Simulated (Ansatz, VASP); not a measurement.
# One calculation of In3SbTe2, two programs

```
In Sb Te
1.0
     4.40806    0.00000    0.00000
    -2.20403    3.81749    0.00000
     0.00000    0.00000   10.79964
In Sb Te
3 1 2
Direct
  0.00000 0.00000 0.50000
  0.33333 0.66667 0.15495
  0.66667 0.33333 0.84505
  0.00000 0.00000 0.00000
  0.33333 0.66667 0.67097
  0.66667 0.33333 0.32903
```

Alike in both runs: functional PBE; k mesh 6 × 6 × 2; no spin polarisation.

Ansatz relaxed the structure, and its values are those at the end. VASP's run is a single point on that final structure, the one shown.

|  | VASP | Ansatz |
| --- | --- | --- |
| version | VASP 6.6.1 | Ansatz 0.2.0 |
| potentials or method | VASP PAW PBE potentials, release 64 (In_d, Sb, Te) | plane waves, PAW |
| plane-wave cutoff (eV) | 520 | 420 |
| occupations | fermi-dirac, width 0.1 eV | fermi-dirac |
| valence electrons in the cell | 56 | 86 |

|  | VASP | Ansatz | Ansatz less VASP |
| --- | --- | --- | --- |
| pressure (GPa) | 0.0 | 0.0 | +0.02 |

VASP's potentials hold 56 valence electrons a cell and Ansatz's 86, so a difference there can come from the potentials and not from the codes.

Spin-orbit coupling is off throughout.
